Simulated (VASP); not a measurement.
Input of a VASP 6.6.1 run:

INCAR

```
SYSTEM = Nb
ALGO     = Normal         ! electronic algorithm
EDIFF    = 1E-6           ! SCF threshold, eV
ENCUT    = 520            ! plane-wave cutoff, eV
GGA      = PS             ! functional
ISIF     = 2              ! what is computed and relaxed
ISMEAR   = -1             ! smearing method
LASPH    = .True.         ! aspherical terms in the spheres
LCHARG   = .False.        ! write CHGCAR
LREAL    = .False.        ! projectors in reciprocal space
LWAVE    = .False.        ! write WAVECAR
NBANDS   = 20             ! bands
NELM     = 80             ! most SCF steps
PREC     = Accurate       ! precision mode
SIGMA    = 0.1            ! smearing width, eV
```

Contents of KPOINTS:

```
k-points
0
Gamma
  11 11 11
  0 0 0
```

The input POSCAR:

```
Nb
1.0
    0.0000000000      2.9822812944      2.9822812944
    2.9822812944      0.0000000000      2.9822812944
    2.9822812944      2.9822812944      0.0000000000
Nb
2
Direct
    0.1250000000      0.1250000000      0.1250000000
    0.8750000000      0.8750000000      0.8750000000
```

Potentials or basis: VASP PAW PBE potentials, release 64 (Nb_sv).

Launch:

```bash
$ cat potpaw_PBE.64/Nb_sv/POTCAR > POTCAR
$ mpirun -np 1 vasp_std > vasp.out
```

(1) What does it give for the band gap on the k mesh?

(2) Predict the pressure.

Results:

(1) zero (bands 13 and 14 overlap by 0.95 eV).

(2) -4.9 GPa.

Caveat: the cell stands under tension; the PAW data sets were made with another functional, which shifts forces and pressure a little.
